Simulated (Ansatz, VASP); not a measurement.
SnO2 in VASP and in Ansatz

```xyz
6
Lattice="4.7599 0.0000 0.0000 0.0000 4.7599 0.0000 0.0000 0.0000 3.2008" Properties=species:S:1:pos:R:3 pbc="T T T"
Sn    0.0000    0.0000    0.0000
Sn    2.3800    2.3800    1.6004
O     1.4561    1.4561    0.0000
O     0.9239    3.8361    1.6004
O     3.3038    3.3038    0.0000
O     3.8361    0.9239    1.6004
```

Alike in both runs: functional r2SCAN; k mesh 6 × 6 × 8; occupations gaussian, width 0.02 eV; no spin polarisation.

Ansatz relaxed the structure, and its values are those at the end. VASP's run is a single point on that final structure, the one shown.

```csv
,VASP,Ansatz
version,VASP 6.6.1,Ansatz 0.2.0
potentials or method,"VASP PAW PBE potentials, release 64 (Sn_d, O), cutoff 520 eV","scalar-relativistic, plane waves, PAW"
valence electrons in the cell,52,52
```

```csv
,VASP,Ansatz,Ansatz less VASP
gap on the k mesh at the Fermi level (eV),1.79,1.77,-0.026
least direct gap on the mesh (eV),1.79,1.77,-0.026
pressure (GPa),1.1,0.0,-1.10
rms of the force components (eV/Å),0.013,0.000,-0.0131
```

VASP's potentials were made for PBE, not for r2SCAN.
